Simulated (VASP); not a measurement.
## AlRu (zincblende type): single point with PBE

AlRu (zincblende type):

```xyz
2
Lattice="0.0000 2.5486 2.5486 2.5486 0.0000 2.5486 2.5486 2.5486 0.0000" Properties=species:S:1:pos:R:3 pbc="T T T"
Ru    0.0000    0.0000    0.0000
Al    1.2743    1.2743    1.2743
```

```json
{"Program": "VASP 6.6.1", "Task": "single point", "Functional": "PBE", "Potentials or basis": "VASP PAW PBE potentials, release 64 (Ru_pv, Al)", "Cutoff": "520 eV", "k mesh": "12 × 12 × 12", "Occupations": "fermi-dirac, width 0.1 eV", "Spin": "no spin polarisation", "Dipole correction": "no", "Further INCAR settings": "ALGO = Normal; EDIFF = 1e-07; NBANDS = 16"}
```

```json
{
  "Pressure": "30.2 GPa",
  "Band gap on the k mesh": "zero (an odd number of electrons rules out a gap without spin polarisation)"
}
```

Levels at points of the mesh, in eV from the Fermi level:
```csv
k point,band 7,band 8,band 9,band 10,band 11,band 12
"(0.00, 0.00, 0.00)",-2.32,-0.78,-0.78,9.47,9.47,9.47
"(0.50, 0.00, 0.00)",-2.10,-0.27,-0.27,1.03,7.47,7.47
"(0.50, 0.50, 0.00)",-0.47,-0.47,0.09,2.09,3.57,3.57
```

It took 39 s on 1 thread of Intel Xeon 8259CL, with other jobs on the host, peak memory 0.18 GiB.

Caveat: the cell stands under pressure.
